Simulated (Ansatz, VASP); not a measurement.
**CdF2 in VASP and in Ansatz**

```
Cd F
1.0
     0.00000    2.77563    2.77563
     2.77563    0.00000    2.77563
     2.77563    2.77563    0.00000
Cd F
1 2
Direct
  0.00000 0.00000 0.00000
  0.25000 0.25000 0.25000
  0.75000 0.75000 0.75000
```

Alike in both runs: task single point; functional PBE; dispersion D3(BJ); k mesh 8 × 8 × 8; occupations gaussian, width 0.02 eV; no spin polarisation.

|  | VASP | Ansatz |
| --- | --- | --- |
| version | VASP 6.6.1 | Ansatz 0.2.0 |
| potentials or method | VASP PAW PBE potentials, release 64 (Cd, F), cutoff 520 eV | scalar-relativistic, plane waves, PAW |
| valence electrons in the cell | 26 | 34 |

Ansatz gave:

| Item | Value |
| --- | --- |
| gap on the k mesh at the Fermi level (eV) | 2.78 |
| least direct gap on the mesh (eV) | 3.37 |
| pressure (GPa) | -5.0 |

Q: What did VASP give for the same quantities?

A: gap on the k mesh at the Fermi level (eV): 2.75; least direct gap on the mesh (eV): 3.35; pressure (GPa): -4.6.

VASP's potentials hold 26 valence electrons a cell and Ansatz's 34, so a difference there can come from the potentials and not from the codes.
